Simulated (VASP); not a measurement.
A run of VASP 6.6.1:

The input INCAR:

```
SYSTEM = BN
ALGO = Normal
EDIFF = 1E-7
ENCUT = 520
GGA = PE
ISIF = 2
ISMEAR = 1
LASPH = .TRUE.
LCHARG = .FALSE.
LREAL = .FALSE.
LWAVE = .FALSE.
NBANDS = 16
NELM = 60
PREC = Accurate
SIGMA = 0.05
```

Contents of KPOINTS:

```
k-points
0
G
  12 12 4
  0 0 0
```

The input POSCAR:

```
BN
1.0
    2.5122319224      0.0000000000      0.0000000000
   -1.2561159612      2.1756566650      0.0000000000
    0.0000000000      0.0000000000      8.3954034626
B N
2 2
Direct
    0.3333333333      0.6666666667      0.2500000000
    0.6666666667      0.3333333333      0.7500000000
    0.3333333333      0.6666666667      0.7500000000
    0.6666666667      0.3333333333      0.2500000000
```

Potentials or basis: VASP PAW PBE potentials, release 64 (B, N).

Run with:

```console
$ cat potpaw_PBE.64/B/POTCAR potpaw_PBE.64/N/POTCAR > POTCAR
$ mpirun -np 1 vasp_std > vasp.out
```

Hardware: 1 thread of Intel Xeon 8259CL (shared host).

Problem. Estimate the wall time of this run.

Solution. Wall time 44 s on 1 thread of Intel Xeon 8259CL, on a shared host, peak memory 0.18 GiB. Counts: scf iterations 15, k points 57.
